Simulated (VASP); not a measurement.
# Ge3W2 (Pm-3m) in VASP: further runs, part 2 of 2

VASP 6.6.1.

## 3. Relaxation of cell and atoms, PBE

This run uses another cell than the first one, of 12.80 Å³/atom, 0.577 times its volume.

INCAR reads:

```
ALGO = Normal ; EDIFF = 1E-7
EDIFFG = -0.04 ; ENCUT = 600
GGA = PE ; IBRION = 2
ISIF = 3 ; ISMEAR = 0
LASPH = True ; LCHARG = False
LREAL = False ; LWAVE = False
NELM = 100 ; NSW = 90
PREC = Accurate ; SIGMA = 0.1
```

KPOINTS reads:

```
k-points
0
Gamma
  4 4 4
```

POSCAR reads:

```
Ge3W2
1.0
    3.9998290700      0.0000000000      0.0000000000
    0.0000000000      3.9998290700      0.0000000000
    0.0000000000      0.0000000000      3.9998290700
Ge W
3 2
Direct
    0.5000000000      0.0000000000      0.0000000000
    0.0000000000      0.5000000000      0.0000000000
    0.0000000000      0.0000000000      0.5000000000
    0.5000000000      0.5000000000      0.5000000000
    0.0000000000      0.0000000000      0.0000000000
```

Potentials or basis: VASP PAW PBE potentials, release 64 (Ge_d, W_sv).

The run is started by

```sh
> cat potpaw_PBE.64/Ge_d/POTCAR potpaw_PBE.64/W_sv/POTCAR > POTCAR
> mpirun -np 1 vasp_std > vasp.out
```

OUTCAR:

```text
EDIFF = 1E-7
   EDIFFG = -0.04
   ENCUT = 600
   GGA = PE
   IBRION = 2
   ISIF = 3
   ISMEAR = 0
   LASPH = True
   LREAL = False
   NELM = 100
   NSW = 90
   PREC = Accurate

 ion  position               nearest neighbor table
   1  0.500  0.000  0.000-   5 2.00   5 2.00   4 2.83   2 2.83   3 2.83   4 2.83   2 2.83   4 2.83
                             4 2.83   2 2.83   3 2.83   3 2.83   3 2.83   2 2.83
   2  0.000  0.500  0.000-   5 2.00   5 2.00   4 2.83   1 2.83   3 2.83   4 2.83   1 2.83   3 2.83
                             3 2.83   3 2.83   1 2.83   4 2.83   4 2.83   1 2.83
   3  0.000  0.000  0.500-   5 2.00   5 2.00   4 2.83   1 2.83   1 2.83   2 2.83   2 2.83   2 2.83
                             4 2.83   2 2.83   1 2.83   4 2.83   1 2.83   4 2.83
   4  0.500  0.500  0.500-   1 2.83   2 2.83   3 2.83   1 2.83   2 2.83   1 2.83   3 2.83   1 2.83
                             2 2.83   3 2.83   2 2.83   3 2.83   5 3.46   5 3.46   5 3.46   5 3.46
   5  0.000  0.000  0.000-   1 2.00   2 2.00   3 2.00   3 2.00   2 2.00   1 2.00   4 3.46   4 3.46
                             4 3.46   4 3.46   4 3.46   4 3.46   4 3.46   4 3.46

  LATTYP: Found a simple cubic cell.
 ALAT       =     3.9998290700

  Lattice vectors:

 A1 = (   3.9998290700,   0.0000000000,   0.0000000000)
 A2 = (   0.0000000000,   3.9998290700,   0.0000000000)
 A3 = (   0.0000000000,   0.0000000000,   3.9998290700)

Analysis of symmetry for initial positions (statically):
=====================================================================
 Subroutine PRICEL returns:
 Original cell was already a primitive cell.

 Routine SETGRP: Setting up the symmetry group for a
 simple cubic supercell.

 Subroutine GETGRP returns: Found 48 space group operations
[... 137 lines left out ...]
   LEPSILON=     F    determine dielectric tensor
   LRPA    =     F    only Hartree local field effects (RPA)
 conjugate gradient relaxation of ions
 non-spin polarized calculation
 Gauss-broadening in eV      SIGMA  =   0.10
  energy-cutoff  :      600.00
  volume of cell :       63.99
 maximum number of plane-waves:      2176
 NGX is ok and might be reduce to    32
   NGX = 15   NGY = 15   NGZ = 15

--------------------------------------- Ionic step        1  -------------------------------------------

 number of electron      69.9999955 magnetization

 Free energy of the ion-electron system (eV)
  ---------------------------------------------------
  ext. energy  EPLUGINS =         0.00000000
  ---------------------------------------------------
  free energy    TOTEN  =       -16.53664904 eV

  energy without entropy =      -16.50933688  energy(sigma->0) =      -16.52299296

 E-fermi :  13.4926     XC(G=0): -13.8125

 val. band max:       13.4656057045   @ k =   0.5000   0.2500   0.0000
 cond. band min:      13.5267563327   @ k =   0.2500   0.2500   0.0000
 fundamental gap:      0.0611506282
 Fermi energy:        13.4925700325
[... 1556 lines left out ...]
--------------------------------------- Ionic step        6  -------------------------------------------

 number of electron      70.0000082 magnetization

 Free energy of the ion-electron system (eV)
  ---------------------------------------------------
  ext. energy  EPLUGINS =         0.00000000
  ---------------------------------------------------
  free energy    TOTEN  =       -30.91460172 eV

  energy without entropy =      -30.85117268  energy(sigma->0) =      -30.88288720

 E-fermi :   5.8524     XC(G=0): -10.8340

 val. band max:        5.8290770300   @ k =   0.5000   0.5000   0.2500
 cond. band min:       5.8637146577   @ k =   0.5000   0.5000   0.2500
 fundamental gap:      0.0346376276
 Fermi energy:         5.8523718125
[... 480 lines left out ...]
  FREE ENERGIE OF THE ION-ELECTRON SYSTEM (eV)
  ---------------------------------------------------
  free  energy   TOTEN  =       -30.9146017208 eV

  energy  without entropy=      -30.8511726788  energy(sigma->0) =      -30.88288720

 reached required accuracy - stopping structural energy minimisation
```

OSZICAR:

```text
N       E                     dE             d eps       ncg     rms          rms(c)
DAV:   1     0.823448962590E+03    0.82345E+03   -0.37025E+04  1116   0.496E+03
DAV:   2     0.106326164546E+03   -0.71712E+03   -0.70011E+03   864   0.941E+02
DAV:   3    -0.130737755298E+02   -0.11940E+03   -0.11674E+03   906   0.253E+02
[... 113 lines left out ...]
DAV:   7    -0.309146223280E+02    0.47387E-04   -0.34621E-04   944   0.128E-01    0.232E-02
DAV:   8    -0.309146019271E+02    0.20401E-04   -0.88899E-05  1052   0.103E-01    0.870E-03
DAV:   9    -0.309146020196E+02   -0.92552E-07   -0.18394E-06   964   0.967E-03    0.605E-03
DAV:  10    -0.309146017206E+02    0.29906E-06   -0.46082E-07   726   0.790E-03    0.111E-03
DAV:  11    -0.309146017208E+02   -0.29104E-09   -0.92382E-08   508   0.193E-03
   6 F= -.30914602E+02 E0= -.30882887E+02  d E =-.143780E+02
```

CONTCAR:

```text
Ge3W2
   1.00000000000000
     4.8079241175754257    0.0000000000000000   -0.0000000000000000
     0.0000000000000000    4.8079241175754257    0.0000000000000000
    -0.0000000000000000    0.0000000000000000    4.8079241175754257
  Ge              W
     3     2
Direct
     0.5000000000000000    0.0000000000000000    0.0000000000000000
     0.0000000000000000    0.5000000000000000    0.0000000000000000
     0.0000000000000000    0.0000000000000000    0.5000000000000000
     0.5000000000000000    0.5000000000000000    0.5000000000000000
     0.0000000000000000    0.0000000000000000    0.0000000000000000

  0.00000000E+00  0.00000000E+00  0.00000000E+00
  0.00000000E+00  0.00000000E+00  0.00000000E+00
  0.00000000E+00  0.00000000E+00  0.00000000E+00
  0.00000000E+00  0.00000000E+00  0.00000000E+00
  0.00000000E+00  0.00000000E+00  0.00000000E+00
```

Run time: 2.5 min. Hardware: 1 thread of Intel Xeon Platinum 8375C at 2.90GHz (Ice Lake), shared host; peak memory 0.2 GiB.

Results:

| Property | Result |
| --- | --- |
| Free energy | -30.9146 eV |
| Relaxed volume | 22.23 Å³/atom |
| Relaxed cell | a = 4.808 Å, b = 4.808 Å, c = 4.808 Å, α = 90.00°, β = 90.00°, γ = 90.00° |
| Space group after relaxing (to 0.05 Å) | Pm-3m (No. 221) |
| Energy gained by relaxing | 2875.6 meV/atom |
| Ionic steps | 6 |
| Pressure after relaxing | -0.1 GPa |
| Band gap on the k mesh | zero (band 35 reaches 5.95 eV, above the bottom of band 36 at 5.78 eV) |

Step by step:
```csv
step,energy change (eV),largest force (eV/Å),pressure (GPa),volume (Å³)
1,0.0000,0.0000,159.97,63.99
2,0.6344,0.0000,-21.75,270.30
3,-13.6644,0.0000,-10.23,129.80
4,-14.1685,0.0000,-6.45,120.63
5,-14.3704,0.0000,1.45,109.26
6,-14.3780,0.0000,-0.14,111.14
```

Final structure:
```yaml
crystal:
  lattice:
    - [4.80792, 0.00000, 0.00000]
    - [0.00000, 4.80792, 0.00000]
    - [0.00000, 0.00000, 4.80792]
  atoms:
    - { symbol: Ge, position: [0.50000, 0.00000, 0.00000] }
    - { symbol: Ge, position: [0.00000, 0.50000, 0.00000] }
    - { symbol: Ge, position: [0.00000, 0.00000, 0.50000] }
    - { symbol: W, position: [0.50000, 0.50000, 0.50000] }
    - { symbol: W, position: [0.00000, 0.00000, 0.00000] }
```

Levels at points of the mesh, in eV from the Fermi level:
```tsv
k point	band 33	band 34	band 35	band 36	band 37	band 38
(0.00, 0.00, 0.00)	-0.74	-0.62	-0.62	0.24	0.24	0.24
(0.50, 0.00, 0.00)	-1.97	-0.89	-0.30	0.10	0.81	0.81
(0.50, 0.50, 0.00)	-0.38	-0.38	-0.30	-0.07	0.12	0.39
(0.50, 0.50, 0.50)	-1.47	0.10	0.10	0.32	0.32	0.32
```

Caveat: the k points lie up to 0.33 Å⁻¹ apart in the final cell; the volume moved by over 15 % at a fixed basis, so the end points are rough; spin-orbit coupling is left out, which moves the levels of the heavy elements.
